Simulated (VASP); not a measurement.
Here is a VASP 6.6.1 calculation.

The input INCAR:

```
SYSTEM = ZrB
PREC = Accurate ; ENCUT = 520
EDIFF = 1E-7 ; ISMEAR = -1
SIGMA = 0.1 ; LREAL = .False.
LASPH = .True. ; NELM = 100
ALGO = Normal ; ISIF = 2
LWAVE = .False. ; LCHARG = .True.
GGA = PE ; LELF = .True.
LVHAR = .True. ; NBANDS = 14
```

KPOINTS

```
regular mesh
0
Gamma
  8 8 8
  0 0 0
```

POSCAR

```
ZrB
1.0
    2.8801923491      0.0000000000      0.0000000000
    0.0000000000      2.8801923491      0.0000000000
    0.0000000000      0.0000000000      2.8801923491
Zr B
1 1
Direct
    0.0000000000      0.0000000000      0.0000000000
    0.5000000000      0.5000000000      0.5000000000
```

Potentials or basis: VASP PAW PBE potentials, release 64 (Zr_sv, B).

Command:

```bash
$ cat potpaw_PBE.64/Zr_sv/POTCAR potpaw_PBE.64/B/POTCAR > POTCAR
$ mpirun -np 1 vasp_std > vasp.out
```

Q: Predict the pressure.

A: 30.2 GPa.
